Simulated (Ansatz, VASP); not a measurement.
One calculation of TePb, two programs

```
CELL_PARAMETERS angstrom
0.00000 3.26784 3.26784
3.26784 0.00000 3.26784
3.26784 3.26784 0.00000
ATOMIC_POSITIONS crystal
Pb 0.00000 0.00000 0.00000
Te 0.50000 0.50000 0.50000
```

Alike in both runs: task single point; functional r2SCAN; k mesh 8 × 8 × 8; occupations fermi-dirac, width 0.02 eV; non-collinear spin, spin-orbit coupling.

|  | VASP | Ansatz |
| --- | --- | --- |
| version | VASP 6.6.1 | Ansatz 0.2.0 |
| potentials or method | VASP PAW PBE potentials, release 64 (Pb_d, Te) | plane waves, PAW |
| plane-wave cutoff (eV) | 520 | 500 |
| valence electrons in the cell | 20 | 30 |

```tsv
	VASP	Ansatz	Ansatz less VASP
pressure (GPa)	-0.1	-0.2	-0.08
net moment per atom (μB)	0.00	0.00	0.000
```

VASP's potentials were made for PBE, not for r2SCAN. VASP's potentials hold 20 valence electrons a cell and Ansatz's 30, so a difference there can come from the potentials and not from the codes.
